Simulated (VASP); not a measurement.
The system is W.

```
W
1.0
    -1.58250    1.58250    1.58250
     1.58250   -1.58250    1.58250
     1.58250    1.58250   -1.58250
W
1
Direct
  0.00000 0.00000 0.00000
```

Base run:

```yaml
Program: VASP 6.6.1
Functional: PBE
Potentials_or_basis: VASP PAW PBE potentials, release 64 (W_sv)
Cutoff: 500 eV
k_mesh: 8 × 8 × 8
Occupations: fermi-dirac, width 0.1 eV
Spin: no spin polarisation
```

Its results: band gap on the k mesh zero (band 7 reaches 16.61 eV, above the bottom of band 8 at 10.22 eV); pressure 6.6 GPa.

Q: The run is repeated on the same cell with these changes: k mesh from 8 × 8 × 8 to 4 × 4 × 4. What comes out?

A: Band gap on the k mesh zero (band 7 reaches 16.70 eV, above the bottom of band 8 at 10.28 eV); pressure 5.2 GPa.

Caveats: some runs use coarse meshes; spin-orbit coupling is left out, which moves the levels of the heavy elements.
